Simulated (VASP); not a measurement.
A run of VASP 6.6.1 is set up as follows.

INCAR

```
PREC = Accurate
ENCUT = 520
EDIFF = 1E-6
ISMEAR = 0
SIGMA = 0.15
LREAL = F
LASPH = T
NELM = 100
ALGO = Fast
ISIF = 2
LWAVE = F
LCHARG = T
LELF = T
LVHAR = T
NBANDS = 17
```

Contents of KPOINTS:

```
Automatic mesh
0
Gamma
  20 20 11
```

POSCAR

```
Hf
1.0
    3.1923846315      0.0000000000      0.0000000000
   -1.5961923157      2.7646861895      0.0000000000
    0.0000000000      0.0000000000      5.0450416400
Hf
2
Direct
    0.3333333300      0.6666666700      0.2500000000
    0.6666666700      0.3333333300      0.7500000000
```

Potentials or basis: VASP PAW LDA potentials, release 64 (Hf_pv).

Launch:

```console
$ cat potpaw_LDA.64/Hf_pv/POTCAR > POTCAR
$ mpirun -np 1 vasp_std > vasp.out
```

Estimate the band gap on the k mesh.

zero (bands 10 and 11 overlap by 1.44 eV).

Estimate the pressure.

-7.1 GPa.

Stress tensor (GPa, compression positive):
```
-7.11  0.00  0.00
 0.00 -7.11  0.00
 0.00  0.00 -7.19
```

Caveat: the cell stands under tension; spin-orbit coupling is left out, which moves the levels of the heavy elements.
